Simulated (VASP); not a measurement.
# MgSe (Fm-3m) in VASP: settings compared

MgSe is run at these levels: PBE, r2SCAN; tasks: single point.

Program: VASP 6.6.1. These are calculated values, not measurements. Logs are shortened: lines on timing, memory, paths and dates and some standing lists are left out, and cuts for length are marked.

### 1 The cell of the first run

Symmetry: Fm-3m, No. 225, cubic system. The conventional cell has a = 5.509 Å, b = 5.509 Å, c = 5.509 Å, α = 90.00°, β = 90.00°, γ = 90.00°. Mg (site symmetry m-3m) has 6 Se at 2.75 Å within 3.6 Å. Se (site symmetry m-3m) has 6 Mg at 2.75 Å within 3.6 Å.

### 2 Single point, PBE

Contents of INCAR:

```
ALGO = Normal
EDIFF = 1E-6
ENCUT = 600
GGA = PE
GGA_COMPAT = False
ISIF = 2
ISMEAR = 0
LASPH = True
LCHARG = True
LELF = True
LREAL = False
LVHAR = True
LWAVE = False
NBANDS = 11
NELM = 120
PREC = Accurate
SIGMA = 0.01
```

Contents of KPOINTS:

```
k-points
0
Gamma
  6 6 6
```

Contents of POSCAR:

```
MgSe
1.0
    0.0000000000      2.7544736808      2.7544736808
    2.7544736808      0.0000000000      2.7544736808
    2.7544736808      2.7544736808      0.0000000000
Mg Se
1 1
Direct
    0.0000000000      0.0000000000      0.0000000000
    0.5000000000      0.5000000000      0.5000000000
```

Potentials or basis: VASP PAW PBE potentials, release 64 (Mg, Se).

Launch:

```bash
$ cat potpaw_PBE.64/Mg/POTCAR potpaw_PBE.64/Se/POTCAR > POTCAR
$ mpirun -np 1 vasp_std > vasp.out
```

OUTCAR:

```text
EDIFF = 1E-6
   ENCUT = 600
   GGA = PE
   ISIF = 2
   ISMEAR = 0
   LASPH = True
   LREAL = False
   NELM = 120
   PREC = Accurate

 ion  position               nearest neighbor table
   1  0.000  0.000  0.000-   2 2.75   2 2.75   2 2.75   2 2.75   2 2.75   2 2.75
   2  0.500  0.500  0.500-   1 2.75   1 2.75   1 2.75   1 2.75   1 2.75   1 2.75

  LATTYP: Found a face centered cubic cell.
 ALAT       =     5.5089473616

  Lattice vectors:

 A1 = (   0.0000000000,   2.7544736808,   2.7544736808)
 A2 = (   2.7544736808,   0.0000000000,   2.7544736808)
 A3 = (   2.7544736808,   2.7544736808,   0.0000000000)

Analysis of symmetry for initial positions (statically):
=====================================================================
 Subroutine PRICEL returns:
 Original cell was already a primitive cell.

 Routine SETGRP: Setting up the symmetry group for a
 face centered cubic supercell.

 Subroutine GETGRP returns: Found 48 space group operations
 (whereof 48 operations were pure point group operations)
 out of a pool of 48 trial point group operations.

The static configuration has the point symmetry O_h .

Analysis of symmetry for dynamics (positions and initial velocities):
=====================================================================
 Subroutine PRICEL returns:
 Original cell was already a primitive cell.

 Routine SETGRP: Setting up the symmetry group for a
 face centered cubic supercell.

 Subroutine GETGRP returns: Found 48 space group operations
 (whereof 48 operations were pure point group operations)
 out of a pool of 48 trial point group operations.

The dynamic configuration has the point symmetry O_h .

 Subroutine INISYM returns: Found 48 space group operations
 (whereof 48 operations are pure point group operations),
 and found     1 'primitive' translations

----------------------------------------------------------------------------------------

                                     Primitive cell

  volume of cell :      41.7971

  direct lattice vectors                    reciprocal lattice vectors
     0.000000000  2.754473681  2.754473681    -0.181522882  0.181522882  0.181522882
     2.754473681  0.000000000  2.754473681     0.181522882 -0.181522882  0.181522882
     2.754473681  2.754473681  0.000000000     0.181522882  0.181522882 -0.181522882

  length of vectors
     3.895414037  3.895414037  3.895414037     0.314406854  0.314406854  0.314406854

  position of ions in fractional coordinates (direct lattice)
     0.000000000  0.000000000  0.000000000
     0.500000000  0.500000000  0.500000000

  ion indices of the primitive-cell ions
   primitive index   ion index
                 1           1
                 2           2

----------------------------------------------------------------------------------------

 KPOINTS: k-points

Automatic generation of k-mesh.
 Grid dimensions read from file:
 generate k-points for:    6    6    6

 Generating k-lattice:

  Cartesian coordinates                     Fractional coordinates (reciprocal lattice)
    -0.030253814  0.030253814  0.030253814     0.166666667  0.000000000  0.000000000
     0.030253814 -0.030253814  0.030253814     0.000000000  0.166666667  0.000000000
     0.030253814  0.030253814 -0.030253814     0.000000000  0.000000000  0.166666667

  Length of vectors
     0.052401142  0.052401142  0.052401142

  Shift w.r.t. Gamma in fractional coordinates (k-lattice)
     0.000000000  0.000000000  0.000000000

 Subroutine IBZKPT returns following result:
 ===========================================

 Found     16 irreducible k-points:

 Following reciprocal coordinates:
            Coordinates               Weight
  0.000000  0.000000  0.000000      1.000000
  0.166667  0.000000  0.000000      8.000000
  0.333333  0.000000  0.000000      8.000000
  0.500000  0.000000  0.000000      4.000000
  0.166667  0.166667  0.000000      6.000000
  0.333333  0.166667  0.000000     24.000000
[... 8 lines left out ...]
 -0.333333  0.333333  0.166667     24.000000
 -0.333333  0.500000  0.166667     12.000000
   k-points           NKPTS =     16   k-points in BZ     NKDIM =     16   number of bands    NBANDS=     11
   number of dos      NEDOS =    301   number of ions     NIONS =      2
   total plane-waves  NPLWV =  32768
   dimension x,y,z NGX =    32 NGY =   32 NGZ =   32
   dimension x,y,z NGXF=    64 NGYF=   64 NGZF=   64
   ions per type =               1   1
   NGX,Y,Z   is equivalent  to a cutoff of  13.66, 13.66, 13.66 a.u.
   NGXF,Y,Z  is equivalent  to a cutoff of  27.31, 27.31, 27.31 a.u.
 SYSTEM =  unknown system
   PREC   = accura    normal or accurate (medium, high low for compatibility)
   ISTART =      0    job   : 0-new  1-cont  2-samecut
   ICHARG =      2    charge: 1-file 2-atom 10-const
   ISPIN  =      1    spin polarized calculation?
   LNONCOLLINEAR =      F non collinear calculations
   LSORBIT =      F    spin-orbit coupling
   LASPH  =      T    aspherical Exc in radial PAW
   ENCUT  =  600.0 eV  44.10 Ry    6.64 a.u.   7.78  7.78  7.78*2*pi/ulx,y,z
   NELM   =    120;   NELMIN=  2; NELMDL= -5     # of ELM steps
   EDIFF  = 0.1E-05   stopping-criterion for ELM
   LREAL  =      F    real-space projection
   EDIFFG = 0.1E-04   stopping-criterion for IOM
   NSW    =      0    number of steps for IOM
   IBRION =     -1    ionic relax: 0-MD 1-quasi-New 2-CG
   NFREE  =      0    steps in history (QN), initial steepest desc. (CG)
   ISIF   =      2    stress and relaxation
   ISYM   =      2    0-nonsym 1-usesym 2-fastsym
   POTIM  = 0.5000    time-step for ionic-motion
   TEBEG  =    0.0;   TEEND  =   0.0 temperature during run
   PSTRESS=    0.0 pullay stress
   NELECT =       8.0000    total number of electrons
   NUPDOWN=      -1.0000    fix difference up-down
   EMIN   =  10.00;   EMAX   =-10.00  energy-range for DOS
   EFERMI =   0.00;   METHOD = LEGACY
   ISMEAR =     0;   SIGMA  =   0.01  broadening in eV -4-tet -1-fermi 0-gaus
   EFERMI_NEDOS =   21; number of points for ismear=-14 and -15
   IALGO  =     38    algorithm
   IMIX   =      4    mixing-type and parameters
     AMIX     =   0.40;   BMIX     =  1.00
     AMIX_MAG =   1.60;   BMIX_MAG =  1.00
  volume/ion in A,a.u.               =      20.90       141.03
  Fermi-wavevector in a.u.,A,eV,Ry     =   0.943459  1.782878 12.110739  0.890114
  Thomas-Fermi vector in A             =   2.071168
   LORBIT       =      0    0 simple, 1 ext, 2 COOP (PROOUT), +10 PAW based schemes
   GGA     = PE    functional components
   LHFCALC =     F    Hartree Fock is set to
   AEXX    =    0.0000 exact exchange contribution
   IVDW    =     0    specifies the selected vdW correction
   LEPSILON=     F    determine dielectric tensor
   LRPA    =     F    only Hartree local field effects (RPA)
 non-spin polarized calculation
 Gauss-broadening in eV      SIGMA  =   0.01
  energy-cutoff  :      600.00
  volume of cell :       41.80
 maximum number of plane-waves:      1411
   NGX = 15   NGY = 15   NGZ = 15

 number of electron       8.0000001 magnetization

 Free energy of the ion-electron system (eV)
  ---------------------------------------------------
  ext. energy  EPLUGINS =         0.00000000
  ---------------------------------------------------
  free energy    TOTEN  =        -7.48581558 eV

  energy without entropy =       -7.48581558  energy(sigma->0) =       -7.48581558

 E-fermi :   3.0974     XC(G=0):  -9.3609

 val. band max:        2.9677897623   @ k =   0.0000   0.0000   0.0000
 cond. band min:       4.7126049949   @ k =   0.5000   0.5000   0.0000
 fundamental gap:      1.7448152326
 Fermi energy:         3.0974252661

 k-point     1 :       0.0000    0.0000    0.0000
  band No.  band energies     occupation
      1      -9.8038      2.00000
      2       2.9678      2.00000
      3       2.9678      2.00000
      4       2.9678      2.00000
      5       5.3542      0.00000
      6      10.3871      0.00000
      7      10.3871      0.00000
      8      10.3871      0.00000
      9      12.8772      0.00000
     10      12.8772      0.00000
     11      13.9052      0.00000

 k-point     2 :       0.1667    0.0000    0.0000
  band No.  band energies     occupation
      1      -9.5852      2.00000
      2       1.1774      2.00000
      3       2.8104      2.00000
      4       2.8104      2.00000
      5       6.6833      0.00000
      6      10.0535      0.00000
      7      10.5252      0.00000
      8      10.5252      0.00000
      9      11.7992      0.00000
     10      11.7992      0.00000
     11      13.2928      0.00000

 k-point     3 :       0.3333    0.0000    0.0000
  band No.  band energies     occupation
      1      -9.0707      2.00000
      2      -0.9268      2.00000
      3       2.5394      2.00000
      4       2.5394      2.00000
      5       6.9157      0.00000
      6       9.4681      0.00000
      7       9.4681      0.00000
      8      11.2750      0.00000
      9      12.7956      0.00000
     10      13.6671      0.00000
     11      13.6671      0.00000

 k-point     4 :       0.5000    0.0000    0.0000
  band No.  band energies     occupation
      1      -8.7558      2.00000
      2      -1.8144      2.00000
      3       2.4207      2.00000
      4       2.4207      2.00000
      5       6.7537      0.00000
      6       9.0230      0.00000
      7       9.0230      0.00000
      8      11.3430      0.00000
      9      14.1988      0.00000
     10      16.6946      0.00000
     11      16.6946      0.00000

 k-point     5 :       0.1667    0.1667    0.0000
  band No.  band energies     occupation
      1      -9.5142      2.00000
      2       1.2621      2.00000
      3       2.4214      2.00000
      4       2.4214      2.00000
      5       7.2418      0.00000
      6       8.9679      0.00000
      7       9.8140      0.00000
      8      11.4559      0.00000
      9      11.4559      0.00000
     10      13.3243      0.00000
     11      14.9201      0.00000
[... 99 lines left out ...]
 k-point    13 :       0.5000    0.5000    0.0000
  band No.  band energies     occupation
      1      -8.4560      2.00000
      2      -1.1303      2.00000
      3       1.2564      2.00000
      4       1.2564      2.00000
      5       4.7126      0.00000
      6       7.0152      0.00000
      7      14.4092      0.00000
      8      14.8565      0.00000
      9      14.8565      0.00000
     10      15.4676      0.00000
     11      18.6888      0.00000

 k-point    14 :       0.5000    0.3333    0.1667
  band No.  band energies     occupation
      1      -8.7250      2.00000
      2      -0.7503      2.00000
      3       0.7812      2.00000
      4       1.7174      2.00000
      5       7.2669      0.00000
      6       9.1692      0.00000
      7       9.3871      0.00000
      8      11.9713      0.00000
      9      13.6671      0.00000
     10      16.1582      0.00000
     11      17.0665      0.00000

 k-point    15 :      -0.3333    0.3333    0.1667
  band No.  band energies     occupation
      1      -8.5134      2.00000
      2      -0.9354      2.00000
      3       0.2779      2.00000
      4       1.3437      2.00000
      5       7.4228      0.00000
      6       8.8820      0.00000
      7      11.1727      0.00000
      8      11.1871      0.00000
      9      13.8391      0.00000
     10      15.2600      0.00000
     11      17.9973      0.00000

 k-point    16 :      -0.3333    0.5000    0.1667
  band No.  band energies     occupation
      1      -8.4323      2.00000
      2      -0.7097      2.00000
      3       0.4029      2.00000
      4       0.6575      2.00000
      5       6.4564      0.00000
      6       8.7870      0.00000
      7      11.0129      0.00000
      8      12.3191      0.00000
      9      15.2718      0.00000
     10      16.5871      0.00000
     11      17.3261      0.00000

------------------------ aborting loop because EDIFF is reached ----------------------------------------

  FORCE on cell =-STRESS in cart. coord.  units (eV):
  Direction    XX          YY          ZZ          XY          YZ          ZX
  --------------------------------------------------------------------------------------
  -------------------------------------------------------------------------------------
  Total       -0.0307196     -0.0307196     -0.0307196      0.0000000      0.0000000      0.0000000
  in kB       -1.1775529     -1.1775529     -1.1775529      0.0000000      0.0000000      0.0000000
  external PRESSURE =      -1.1775529 kB  Pullay stress =       0.0000000 kB

 VOLUME and BASIS-vectors are now :
 -----------------------------------------------------------------------------
  energy-cutoff  :      600.00
  volume of cell :       41.80
      direct lattice vectors                 reciprocal lattice vectors
     0.000000000  2.754473681  2.754473681    -0.181522882  0.181522882  0.181522882
     2.754473681  0.000000000  2.754473681     0.181522882 -0.181522882  0.181522882
     2.754473681  2.754473681  0.000000000     0.181522882  0.181522882 -0.181522882

 POSITION                                       TOTAL-FORCE (eV/Angst)
 -----------------------------------------------------------------------------------
      0.00000      0.00000      0.00000         0.000000      0.000000     -0.000000
      2.75447      2.75447      2.75447        -0.000000     -0.000000      0.000000
 -----------------------------------------------------------------------------------
    total drift:                               -0.000000     -0.000000      0.000000

  FREE ENERGIE OF THE ION-ELECTRON SYSTEM (eV)
  ---------------------------------------------------
  free  energy   TOTEN  =        -7.4858155760 eV

  energy  without entropy=       -7.4858155760  energy(sigma->0) =       -7.48581558
```

Run time: 28 s. Hardware: 1 thread of Intel Xeon 8259CL, shared host; peak memory 0.17 GiB.

What came out:

```yaml
Free_energy: -7.4858 eV
Pressure: -0.1 GPa
Band_gap_on_the_k_mesh: 1.74 eV, indirect (least direct gap 2.39 eV)
```

Levels at points of the mesh, in eV from the valence-band top:
```csv
k point,band 1,band 2,band 3,band 4,band 5,band 6,band 7,band 8,band 9
"(0.00, 0.00, 0.00)",-12.77,0.00,0.00,0.00,2.39,7.42,7.42,7.42,9.91
"(0.50, 0.00, 0.00)",-11.72,-4.78,-0.55,-0.55,3.79,6.06,6.06,8.38,11.23
"(0.50, 0.50, 0.00)",-11.42,-4.10,-1.71,-1.71,1.74,4.05,11.44,11.89,11.89
```

### 3 Single point, PBE (volume changed by +3%)

Contents of INCAR:

```
ALGO = Normal
EDIFF = 1E-6
ENCUT = 600
GGA = PE
GGA_COMPAT = F
ISIF = 2
ISMEAR = 0
LASPH = T
LCHARG = F
LREAL = F
LWAVE = F
NBANDS = 11
NELM = 120
PREC = Accurate
SIGMA = 0.01
```

KPOINTS is that of step 2.

Contents of POSCAR:

```
MgSe
1.0
    0.0000000000      2.7817474712      2.7817474712
    2.7817474712      0.0000000000      2.7817474712
    2.7817474712      2.7817474712      0.0000000000
Mg Se
1 1
Direct
    0.0000000000      0.0000000000      0.0000000000
    0.5000000000      0.5000000000      0.5000000000
```

Potentials or basis: VASP PAW PBE potentials, release 64 (Mg, Se).

Launch:

```bash
$ cat potpaw_PBE.64/Mg/POTCAR potpaw_PBE.64/Se/POTCAR > POTCAR
$ mpirun -np 1 vasp_std > vasp.out
```

OUTCAR:

```text
EDIFF = 1E-6
   ENCUT = 600
   GGA = PE
   ISIF = 2
   ISMEAR = 0
   LASPH = T
   LREAL = F
   NELM = 120
   PREC = Accurate

 ion  position               nearest neighbor table
   1  0.000  0.000  0.000-   2 2.78   2 2.78   2 2.78   2 2.78   2 2.78   2 2.78
   2  0.500  0.500  0.500-   1 2.78   1 2.78   1 2.78   1 2.78   1 2.78   1 2.78

  LATTYP: Found a face centered cubic cell.
 ALAT       =     5.5634949424

  Lattice vectors:

[... 399 lines left out ...]

------------------------ aborting loop because EDIFF is reached ----------------------------------------

  FORCE on cell =-STRESS in cart. coord.  units (eV):
  Direction    XX          YY          ZZ          XY          YZ          ZX
  --------------------------------------------------------------------------------------
  -------------------------------------------------------------------------------------
  Total       -0.4850468     -0.4850468     -0.4850468      0.0000000      0.0000000     -0.0000000
  in kB      -18.0514088    -18.0514088    -18.0514088      0.0000000      0.0000000     -0.0000000
  external PRESSURE =     -18.0514088 kB  Pullay stress =       0.0000000 kB

 VOLUME and BASIS-vectors are now :
 -----------------------------------------------------------------------------
  energy-cutoff  :      600.00
  volume of cell :       43.05
      direct lattice vectors                 reciprocal lattice vectors
     0.000000000  2.781747471  2.781747471    -0.179743131  0.179743131  0.179743131
     2.781747471  0.000000000  2.781747471     0.179743131 -0.179743131  0.179743131
     2.781747471  2.781747471  0.000000000     0.179743131  0.179743131 -0.179743131

 POSITION                                       TOTAL-FORCE (eV/Angst)
 -----------------------------------------------------------------------------------
      0.00000      0.00000      0.00000        -0.000000      0.000000      0.000000
      2.78175      2.78175      2.78175         0.000000      0.000000     -0.000000
 -----------------------------------------------------------------------------------
    total drift:                               -0.000000     -0.000000      0.000000

  FREE ENERGIE OF THE ION-ELECTRON SYSTEM (eV)
  ---------------------------------------------------
  free  energy   TOTEN  =        -7.4781141238 eV

  energy  without entropy=       -7.4781141238  energy(sigma->0) =       -7.47811412
```

OSZICAR:

```text
N       E                     dE             d eps       ncg     rms          rms(c)
DAV:   1     0.263737740858E+02    0.26374E+02   -0.36256E+03   360   0.657E+02
DAV:   2    -0.597996504075E+01   -0.32354E+02   -0.31275E+02   435   0.963E+01
DAV:   3    -0.779594053400E+01   -0.18160E+01   -0.18101E+01   442   0.249E+01
DAV:   4    -0.780625685449E+01   -0.10316E-01   -0.10316E-01   408   0.213E+00
DAV:   5    -0.780631613123E+01   -0.59277E-04   -0.59277E-04   420   0.166E-01    0.290E+00
DAV:   6    -0.752426004815E+01    0.28206E+00   -0.51370E-01   382   0.261E+00    0.180E+00
DAV:   7    -0.747903477139E+01    0.45225E-01   -0.21879E-01   400   0.184E+00    0.923E-01
DAV:   8    -0.747823451998E+01    0.80025E-03   -0.11428E-02   385   0.561E-01    0.261E-01
DAV:   9    -0.747810768248E+01    0.12684E-03   -0.36263E-04   403   0.981E-02    0.128E-01
DAV:  10    -0.747811733471E+01   -0.96522E-05   -0.17647E-04   376   0.556E-02    0.248E-02
DAV:  11    -0.747811390658E+01    0.34281E-05   -0.20846E-05   397   0.183E-02    0.689E-03
DAV:  12    -0.747811412382E+01   -0.21724E-06   -0.80035E-07   249   0.505E-03
   1 F= -.74781141E+01 E0= -.74781141E+01  d E =-.104479E-13
```

stdout:

```text
POSCAR found type information on POSCAR MgSe
 POSCAR found :  2 types and       2 ions
 scaLAPACK will be used
 LDA part: xc-table for (Slater+PW92), standard interpolation
 POSCAR, INCAR and KPOINTS ok, starting setup
 FFT: planning ... GRIDC
 FFT: planning ... GRID_SOFT
 FFT: planning ... GRID
 WAVECAR not read
 entering main loop
```

It took 26 s on 1 thread of Intel Xeon 8259CL, shared host; peak memory 0.17 GiB.

What came out:

```
Free energy            : -7.4781 eV
Pressure               : -1.8 GPa
Band gap on the k mesh : 1.69 eV, indirect (least direct gap 2.20 eV)
```

 A k mesh can miss the band edges.

[end of part 1 of 2]
